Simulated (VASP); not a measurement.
Input of a VASP 6.6.1 run:

The input INCAR:

```
PREC = Accurate
ENCUT = 600
EDIFF = 1E-6
ISMEAR = -1
SIGMA = 0.1
LREAL = F
LASPH = T
NELM = 200
ALGO = Normal
ISIF = 2
LWAVE = F
LCHARG = T
ISPIN = 2
MAGMOM = 4
LORBIT = 11
LMAXMIX = 6
GGA = PS
IVDW = 13
LELF = T
LVHAR = T
NBANDS = 20
GGA_COMPAT = F
```

The input KPOINTS:

```
regular mesh
0
Gamma
  5 5 5
```

The input POSCAR:

```
Ho
1.0
   -1.9905175100      1.9905175100      1.9905175100
    1.9905175100     -1.9905175100      1.9905175100
    1.9905175100      1.9905175100     -1.9905175100
Ho
1
Direct
    0.0000000000      0.0000000000      0.0000000000
```

Potentials or basis: VASP PAW PBE potentials, release 64 (Ho).

Command:

```bash
$ cat potpaw_PBE.64/Ho/POTCAR > POTCAR
$ mpirun -np 1 vasp_std > vasp.out
```

Problem. Predict the dispersion energy per atom.

Solution. -0.115 eV.

Problem. Estimate the site moments.

Solution. Ho +3.46 μB.

Problem. Predict the pressure.

Solution. -0.4 GPa.

Problem. Estimate the net moment.

Solution. 3.53 μB per cell.

Caveat: the k points lie up to 0.45 Å⁻¹ apart; the magnetic or orbital state may not be the lowest; the PAW data sets were made with another functional, which shifts forces and pressure a little. The state reached can hang on the start; a lower one may exist.
